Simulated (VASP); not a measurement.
A run of VASP 6.6.1 is set up as follows.

File INCAR:

```
SYSTEM = W
  ALGO = Normal
  EDIFF = 1E-7
  EDIFFG = -0.01
  ENCUT = 600
  GGA = PE
  IBRION = 2
  ISIF = 3
  ISMEAR = 0
  LASPH = .True.
  LCHARG = .False.
  LREAL = .False.
  LWAVE = .False.
  NELM = 100
  NSW = 60
  PREC = Accurate
  PSTRESS = 300.0
  SIGMA = 0.1
```

KPOINTS

```
k-points
0
Gamma
  18 18 18
  0 0 0
```

The input POSCAR:

```
W
1.0
    2.5900000000      0.0000000000      0.0000000000
    0.0000000000      2.5900000000      0.0000000000
    0.0000000000      0.0000000000      2.5900000000
W
1
Direct
    0.0000000000      0.0000000000      0.0000000000
```

Potentials or basis: VASP PAW PBE potentials, release 64 (W_sv).

The run is started by

```sh
$ cat potpaw_PBE.64/W_sv/POTCAR > POTCAR
$ mpirun -np 1 vasp_std > vasp.out
```

Question: What does it give for the relaxed cell?

Answer: a = 2.544 Å, b = 2.544 Å, c = 2.544 Å, α = 90.00°, β = 90.00°, γ = 90.00°.

Question: What does it give for the relaxed volume?

Answer: 16.47 Å³/atom.

Question: Estimate the band gap on the k mesh.

Answer: Zero (bands 7 and 8 overlap by 3.10 eV).

Step by step:
```
step  energy change (eV)  largest force (eV/Å)  pressure (GPa)  volume (Å³)
   1              0.0000                0.0000           14.37        17.37
   2              1.4693                0.0000          128.37        13.45
   3              0.1098                0.0000           28.60        16.54
   4              0.1201                0.0000           29.70        16.49
   5              0.1233                0.0000           30.04        16.47
```

Caveat: the cell is relaxed towards a set pressure, so the run minimises the enthalpy, not the energy; spin-orbit coupling is left out, which moves the levels of the heavy elements.
